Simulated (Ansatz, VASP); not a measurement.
One calculation of Ru, two programs

```
Ru
1.0
     2.69675    0.00000    0.00000
    -1.34837    2.33545    0.00000
     0.00000    0.00000    4.26758
Ru
2
Direct
  0.33333 0.66667 0.25000
  0.66667 0.33333 0.75000
```

Change from the starting cell: volume scaled by 0.99.

Alike in both runs: task single point; functional PBEsol; k mesh 14 × 14 × 8; occupations fermi-dirac, width 0.03 eV; no spin polarisation.

```csv
,VASP,Ansatz
version,VASP 6.6.1,Ansatz 0.2.0
potentials or method,"VASP PAW PBE potentials, release 64 (Ru_pv), cutoff 520 eV","all-electron LAPW, scalar-relativistic"
```

|  | VASP | Ansatz | Ansatz less VASP |
| --- | --- | --- | --- |
| pressure (GPa) | -3.0 | -3.0 | +0.01 |
| traceless stress, the component that is largest in VASP (GPa) | -1.26 | -1.29 | -0.037 |

VASP's potentials were made for PBE, not for PBEsol. Ansatz ran all-electron here, and VASP with PAW potentials.
